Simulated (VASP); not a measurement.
Here is a VASP 6.6.1 calculation.

POSCAR

```
BaTiO3
1.0
    3.9634143856      0.0000000000      0.0000000000
    0.0000000000      2.8577462235      2.8742108777
    0.0000000000     -2.8577462235      2.8742108777
Ba Ti O
1 1 3
Direct
    0.0000000000      0.0084123025      0.0084123025
    0.5000000000      0.5239607255      0.5239607255
    0.0000000000      0.4903884368      0.4903884368
    0.5000000000      0.4939726215      0.9801459137
    0.5000000000      0.9801459137      0.4939726215
```

The input INCAR.step1:

```
SYSTEM = BaTiO3
ALGO = Normal
EDIFF = 1E-4
ENCUT = 520
GGA = PE
ISMEAR = -1
LASPH = .TRUE.
LCHARG = .FALSE.
LREAL = .FALSE.
LWAVE = .TRUE.
NBANDS = 28
NELM = 60
PREC = Accurate
SIGMA = 0.02
```

INCAR.step2

```
SYSTEM = BaTiO3
ALGO = Normal
EDIFF = 1E-6
ENCUT = 520
ISIF = 2
ISMEAR = -1
ISTART = 1
LASPH = .TRUE.
LCHARG = .FALSE.
LMIXTAU = .TRUE.
LREAL = .FALSE.
LWAVE = .FALSE.
METAGGA = R2SCAN
NBANDS = 28
NELM = 60
PREC = Accurate
SIGMA = 0.02
```

File KPOINTS:

```
k-points
0
G
  6 6 6
  0 0 0
```

Potentials or basis: VASP PAW PBE potentials, release 64 (Ba_sv, Ti_sv, O).

Launch:

```console
$ cat potpaw_PBE.64/Ba_sv/POTCAR potpaw_PBE.64/Ti_sv/POTCAR potpaw_PBE.64/O/POTCAR > POTCAR
$ cp INCAR.step1 INCAR
$ mpirun -np 1 vasp_std > vasp.out
$ cp INCAR.step2 INCAR
$ mpirun -np 1 vasp_std > vasp.out
```

Q: Estimate the band gap on the k mesh.

A: 2.64 eV (least direct gap 3.12 eV).

Q: Estimate the largest force.

A: 0.174 eV/Å.

Q: What does it give for the pressure?

A: 1.9 GPa.

Stress tensor (GPa, compression positive):
```
1.86 0.00 0.00
0.00 2.04 0.00
0.00 0.00 1.89
```

Caveat: the PAW data sets were made with another functional, which shifts forces and pressure a little; spin-orbit coupling is left out, which moves the levels of the heavy elements. A k mesh can miss the band edges.
